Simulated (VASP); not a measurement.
# Al3Cu (P4/mmm) in VASP: notebook, part 2 of 2

VASP 6.6.1. Earlier steps stand in the parts before.

### 3 Single point, PBEsol

File INCAR:

```
ALGO     = Normal         # electronic algorithm
EDIFF    = 1E-6           # SCF threshold, eV
ENCUT    = 520            # plane-wave cutoff, eV
GGA      = PS             # functional
ISIF     = 2              # what is computed and relaxed
ISMEAR   = 0              # smearing method
LASPH    = T              # aspherical terms in the spheres
LCHARG   = F              # write CHGCAR
LREAL    = F              # projectors in reciprocal space
LWAVE    = F              # write WAVECAR
NBANDS   = 18             # bands
NELM     = 100            # most SCF steps
PREC     = Accurate       # precision mode
SIGMA    = 0.1            # smearing width, eV
```

File KPOINTS:

```
Automatic mesh
0
Gamma
  12 12 6
  0.5 0.5 0.5
```

File POSCAR:

```
Al3Cu
1.0
    2.7784054294      0.0000000000      0.0000000000
    0.0000000000      2.7784054294      0.0000000000
    0.0000000000      0.0000000000      7.5134034100
Al Cu
3 1
Direct
    0.0000000000      0.0000000000      0.5000000000
    0.5000000000      0.5000000000      0.2261155100
    0.5000000000      0.5000000000      0.7738844900
    0.0000000000      0.0000000000      0.0000000000
```

Potentials or basis: VASP PAW PBE potentials, release 64 (Al, Cu).

The run is started by

```
$ cat potpaw_PBE.64/Al/POTCAR potpaw_PBE.64/Cu/POTCAR > POTCAR
$ mpirun -np 1 vasp_std > vasp.out
```

Wall time 89 s (1 thread of Intel Xeon Platinum 8375C at 2.90GHz (Ice Lake), shared host); peak memory 0.2 GiB.

Results (log left out):

| Quantity | Value |
| --- | --- |
| Free energy | -16.9758 eV |
| Pressure | 1.1 GPa |
| Largest force | 0.219 eV/Å |
| Band gap on the k mesh | zero (bands 10 and 11 overlap by 5.49 eV) |

Forces in eV/Å, atoms in the order of the input:
```
Al   0.000  0.000  0.000
Al   0.000  0.000 -0.219
Al   0.000  0.000  0.219
Cu   0.000  0.000  0.000
```

Stress tensor (GPa, compression positive):
```
0.29 0.00 0.00
0.00 0.29 0.00
0.00 0.00 2.85
```

Levels at points of the mesh, in eV from the Fermi level:
```csv
k point,band 7,band 8,band 9,band 10,band 11,band 12,band 13,band 14
"(0.04, 0.04, 0.08)",-3.63,-3.24,-1.85,0.97,5.00,6.14,6.89,7.80
```

Caveat: the PAW data sets were made with another functional, which shifts forces and pressure a little.

### 4 Single point, PBEsol

File INCAR:

```
SYSTEM = Al3Cu
PREC = Accurate ; ENCUT = 520
EDIFF = 1E-6 ; ISMEAR = 0
SIGMA = 0.1 ; LREAL = .False.
LASPH = .True. ; NELM = 60
ALGO = Fast ; ISIF = 2
LWAVE = .False. ; LCHARG = .False.
GGA = PS ; NBANDS = 18
```

File KPOINTS:

```
Automatic mesh
0
Gamma
  16 16 6
  0 0 0
```

POSCAR is that of step 3.

The run is started by

```
$ cat potpaw_PBE.64/Al/POTCAR potpaw_PBE.64/Cu/POTCAR > POTCAR
$ mpirun -np 1 vasp_std > vasp.out
```

Run time: 4.6 min. Hardware: 1 thread of Intel Xeon Platinum 8375C at 2.90GHz (Ice Lake), shared host; peak memory 0.3 GiB.

The run converged. Its results:

```
Free energy            : -16.9469 eV
Pressure               : 0.9 GPa
Largest force          : 0.201 eV/Å
Band gap on the k mesh : zero (bands 10 and 11 overlap by 6.30 eV)
```

Forces in eV/Å, atoms in the order of the input:
```
Al   0.000  0.000  0.000
Al   0.000  0.000 -0.201
Al   0.000  0.000  0.201
Cu   0.000  0.000  0.000
```

Stress tensor (GPa, compression positive):
```
0.67 0.00 0.00
0.00 0.67 0.00
0.00 0.00 1.51
```

Levels at points of the mesh, in eV from the Fermi level:
| k point | band 8 | band 9 | band 10 | band 11 | band 12 | band 13 |
| --- | --- | --- | --- | --- | --- | --- |
| (0.00, 0.00, 0.00) | -3.20 | -1.71 | 0.69 | 6.25 | 6.55 | 6.55 |
| (0.50, 0.00, 0.00) | -3.65 | -3.50 | -2.38 | -1.83 | 2.77 | 3.93 |
| (0.50, 0.50, 0.00) | -0.61 | -0.46 | 0.18 | 0.18 | 0.45 | 0.45 |
| (0.00, 0.00, 0.50) | -3.49 | -3.20 | 4.34 | 5.83 | 6.23 | 7.05 |
| (0.50, 0.00, 0.50) | -3.50 | -2.61 | -0.98 | -0.91 | 0.11 | 0.87 |
| (0.50, 0.50, 0.50) | -1.78 | -1.78 | -0.67 | -0.64 | 0.60 | 1.65 |

Caveat: the PAW data sets were made with another functional, which shifts forces and pressure a little.

### 5 Single point, PBEsol

File INCAR:

```
SYSTEM = Al3Cu
ALGO = Fast
EDIFF = 1E-6
ENCUT = 520
GGA = PS
ISIF = 2
ISMEAR = 0
LASPH = .TRUE.
LCHARG = .FALSE.
LREAL = .FALSE.
LWAVE = .FALSE.
NBANDS = 18
NELM = 80
PREC = Accurate
SIGMA = 0.01
```

File KPOINTS:

```
k-points
0
G
  16 16 6
  0 0 0
```

POSCAR is that of step 4.

The run is started by

```
$ cat potpaw_PBE.64/Al/POTCAR potpaw_PBE.64/Cu/POTCAR > POTCAR
$ mpirun -np 1 vasp_std > vasp.out
```

Run time: 5.3 min. Hardware: 1 thread of Intel Xeon Platinum 8375C at 2.90GHz (Ice Lake), shared host; peak memory 0.3 GiB.

Results (log left out):

| Quantity | Value |
| --- | --- |
| Free energy | -16.9421 eV |
| Pressure | 1.1 GPa |
| Largest force | 0.217 eV/Å |
| Band gap on the k mesh | zero (bands 10 and 11 overlap by 6.30 eV) |

Forces in eV/Å, atoms in the order of the input:
```
Al   0.000  0.000  0.000
Al   0.000  0.000 -0.217
Al   0.000  0.000  0.217
Cu   0.000  0.000  0.000
```

Stress tensor (GPa, compression positive):
```
0.69 0.00 0.00
0.00 0.69 0.00
0.00 0.00 1.88
```

Levels at points of the mesh, in eV from the Fermi level:
| k point | band 7 | band 8 | band 9 | band 10 | band 11 | band 12 | band 13 | band 14 |
| --- | --- | --- | --- | --- | --- | --- | --- | --- |
| (0.00, 0.00, 0.00) | -3.61 | -3.21 | -1.72 | 0.68 | 6.23 | 6.54 | 6.54 | 7.89 |
| (0.50, 0.00, 0.00) | -3.68 | -3.66 | -3.50 | -2.40 | -1.83 | 2.76 | 3.92 | 4.19 |
| (0.50, 0.50, 0.00) | -2.61 | -0.63 | -0.47 | 0.17 | 0.17 | 0.44 | 0.44 | 0.66 |
| (0.00, 0.00, 0.50) | -3.61 | -3.50 | -3.21 | 4.33 | 5.82 | 6.22 | 7.04 | 7.04 |
| (0.50, 0.00, 0.50) | -3.68 | -3.50 | -2.62 | -1.00 | -0.92 | 0.10 | 0.86 | 8.84 |
| (0.50, 0.50, 0.50) | -1.81 | -1.79 | -1.79 | -0.68 | -0.66 | 0.59 | 1.64 | 3.28 |

Caveat: the PAW data sets were made with another functional, which shifts forces and pressure a little.

### 6 Summary

| k mesh | smearing | gap on the mesh (eV) | pressure (GPa) | largest force (eV/Å) |
| --- | --- | --- | --- | --- |
| 12 × 12 × 6 | gaussian 0.1 eV | none | 1.3 | 0.21 |
| 12 × 12 × 6, shifted | gaussian 0.1 eV | none | 1.1 | 0.22 |
| 16 × 16 × 6 | gaussian 0.1 eV | none | 0.9 | 0.20 |
| 16 × 16 × 6 | gaussian 0.01 eV | none | 1.1 | 0.22 |

Alike in all rows: task single point; level PBEsol; potentials or basis VASP PAW PBE potentials, release 64 (Al, Cu); no spin polarisation; cell as given; cutoff (eV) 520.

Caveats: the PAW data sets were made with another functional, which shifts forces and pressure a little.

Total energies depend on the potentials used, so only differences within one code and one set of settings carry meaning.
